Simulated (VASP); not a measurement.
Input of a VASP 6.6.1 run:

File POSCAR:

```
Co
1.0
    3.9586207670      0.0000000000      0.0000000000
   -1.9793103835      3.4282661482      0.0000000000
    0.0000000000      0.0000000000      2.4123632301
Co
3
Direct
    0.3333148890      0.0000000000      0.3333333333
    0.0000000000      0.3333148890      0.6666666667
    0.6666851110      0.6666851110      0.0000000000
```

INCAR.step1

```
SYSTEM = Co
PREC = Accurate
ENCUT = 520
ISMEAR = 0
SIGMA = 0.1
LREAL = .FALSE.
LASPH = .TRUE.
NELM = 150
ISPIN = 2
MAGMOM = 0.99 0.99 0.99
LMAXMIX = 4
NBANDS = 24
GGA = PE
ALGO = Normal
EDIFF = 1E-4
LWAVE = .TRUE.
LCHARG = .FALSE.
```

Contents of INCAR.step2:

```
SYSTEM = Co
PREC = Accurate
ENCUT = 520
EDIFF = 1E-7
ISMEAR = 0
SIGMA = 0.1
LREAL = .FALSE.
LASPH = .TRUE.
NELM = 150
ALGO = Normal
ISIF = 2
LWAVE = .FALSE.
LCHARG = .FALSE.
ISPIN = 2
MAGMOM = 0.99 0.99 0.99
LORBIT = 11
LMAXMIX = 4
METAGGA = R2SCAN
LMIXTAU = .TRUE.
NBANDS = 24
ISTART = 1
```

Contents of KPOINTS:

```
regular mesh
0
G
  6 6 6
  0 0 0
```

Potentials or basis: VASP PAW PBE potentials, release 64 (Co).

Launch:

```bash
$ cat potpaw_PBE.64/Co/POTCAR > POTCAR
$ cp INCAR.step1 INCAR
$ mpirun -np 1 vasp_std > vasp.out
$ cp INCAR.step2 INCAR
$ mpirun -np 1 vasp_std > vasp.out
```

(1) Predict the site moments.

(2) What does it give for the pressure?

(3) Estimate the net moment.

Answers

(1) Co +1.89 μB.

(2) 0.1 GPa.

(3) 5.49 μB per cell.

Caveat: the k points lie up to 0.43 Å⁻¹ apart; the PAW data sets were made with another functional, which shifts forces and pressure a little.
